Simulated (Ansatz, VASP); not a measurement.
# ZnS: VASP beside Ansatz

```xyz
8
Lattice="3.7313 0.0000 0.0000 -1.8657 3.2314 0.0000 0.0000 0.0000 12.5902" Properties=species:S:1:pos:R:3 pbc="T T T"
Zn    0.0000    0.0000    0.0006
Zn    0.0000    0.0000    6.2957
Zn    0.0000    2.1543    3.1479
Zn    1.8657    1.0771    9.4430
S     0.0000    0.0000    2.3580
S     0.0000    0.0000    8.6531
S     0.0000    2.1543    5.5099
S     1.8657    1.0771   11.8050
```

Change from the starting cell: strain -0.030 along x and y, +0.000 along z, atoms carried along.

Alike in both runs: task single point; functional PBE; k mesh 12 × 12 × 2; occupations gaussian, width 0.05 eV; no spin polarisation.

|  | VASP | Ansatz |
| --- | --- | --- |
| version | VASP 6.6.1 | Ansatz 0.2.0 |
| potentials or method | VASP PAW PBE potentials, release 64 (Zn, S), cutoff 520 eV | scalar-relativistic, plane waves, PAW |
| valence electrons in the cell | 72 | 72 |

|  | VASP | Ansatz | Ansatz less VASP |
| --- | --- | --- | --- |
| gap on the k mesh at the Fermi level (eV) | 2.25 | 2.25 | -0.007 |
| least direct gap on the mesh (eV) | 2.25 | 2.25 | -0.007 |
| pressure (GPa) | 5.2 | 5.0 | -0.20 |
| traceless stress, the component that is largest in VASP (GPa) | -3.15 | -3.14 | +0.013 |
| rms of the force components (eV/Å) | 0.138 | 0.136 | -0.0019 |

Atom by atom the forces differ by 0.002 eV/Å (rms over components).
